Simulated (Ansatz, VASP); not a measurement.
AgCl: VASP beside Ansatz

```
Ag Cl
1.0
     1.81478   -5.38990    0.00000
     1.81478    5.38990    0.00000
     0.00000    0.00000    3.92404
Ag Cl
2 2
Cartesian
  1.8148 1.1151 2.9430
  1.8148 -1.1151 0.9810
  1.8148 -3.9395 0.9810
  1.8148 3.9395 2.9430
```

Change from the starting cell: equal xx and yy strain of -3 %.

Alike in both runs: task single point; functional PBE; k mesh 9 × 9 × 8; occupations fermi-dirac, width 0.03 eV; no spin polarisation.

|  | VASP | Ansatz |
| --- | --- | --- |
| version | VASP 6.6.1 | Ansatz 0.2.0 |
| potentials or method | VASP PAW PBE potentials, release 64 (Ag, Cl), cutoff 520 eV | all-electron LAPW, scalar-relativistic |

|  | VASP | Ansatz | Ansatz less VASP |
| --- | --- | --- | --- |
| pressure (GPa) | 5.2 | 5.4 | +0.15 |
| traceless stress, the component that is largest in VASP (GPa) | -0.44 | -0.49 | -0.047 |
| rms of the force components (eV/Å) | 0.017 | 0.019 | +0.0017 |

Atom by atom the forces differ by 0.002 eV/Å (rms over components). Ansatz ran all-electron here, and VASP with PAW potentials.
